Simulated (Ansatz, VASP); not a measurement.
## Two plane-wave programs on TiC3

Contents of INCAR:

```
ALGO = Normal ; EDIFF = 1E-6
ENCUT = 520 ; GGA = PE
ISIF = 2 ; ISMEAR = 0
LASPH = T ; LCHARG = T
LELF = T ; LREAL = F
LVHAR = T ; LWAVE = F
NBANDS = 20 ; NELM = 80
PREC = Accurate ; SIGMA = 0.1
```

KPOINTS

```
k-points
0
Gamma
  6 6 4
```

POSCAR

```
TiC3
1.0
    4.8844242800      0.0000000000      0.0000000000
   -2.4422121400      4.2300355100      0.0000000000
    0.0000000000      0.0000000000      5.3473835500
Ti C
1 3
Direct
    0.0000000000      0.0000000000      0.0000000000
    0.0000000000      0.0000000000      0.5000000000
    0.3333333300      0.6666666700      0.0000000000
    0.6666666700      0.3333333300      0.0000000000
```

Input for Ansatz:

```yaml
crystal:
  lattice:
    - [4.88442428, 0.0, 0.0]
    - [-2.44221214, 4.23003551, 0.0]
    - [0.0, 0.0, 5.34738355]
  atoms:
    - { symbol: Ti, position: [0.0, 0.0, 0.0] }
    - { symbol: C, position: [0.0, 0.0, 0.5] }
    - { symbol: C, position: [0.33333333, 0.66666667, 0.0] }
    - { symbol: C, position: [0.66666667, 0.33333333, 0.0] }
basis:
  ecutwfc: 420
kpoints:
  mp_grid: { grid: [6, 6, 4] }
hamiltonian:
  xc: pbe
scf:
  occupations: { method: gaussian, width: 0.1 }
  lower_state_search: "off"
output:
  forces: true
  stress: true
  eigenvalues: true
```

Alike in both runs: task single point; functional PBE; k mesh 6 × 6 × 4; occupations gaussian, width 0.1 eV; no spin polarisation.

|  | VASP | Ansatz |
| --- | --- | --- |
| version | VASP 6.6.1 | Ansatz 0.2.0 |
| potentials or method | VASP PAW PBE potentials, release 64 (Ti_sv, C), cutoff 520 eV | scalar-relativistic, plane waves, PAW |
| valence electrons in the cell | 24 | 24 |

|  | VASP | Ansatz | Ansatz less VASP |
| --- | --- | --- | --- |
| gap on the k mesh at the Fermi level (eV) | none | none | - |
| pressure (GPa) | -19.4 | -19.4 | -0.04 |
| traceless stress, the component that is largest in VASP (GPa) | 0.99 | 0.96 | -0.035 |

A gap of «none» marks a metal or a gap that the smearing closes. The functional is the same, so the differences come from potentials, cutoffs and numerics.
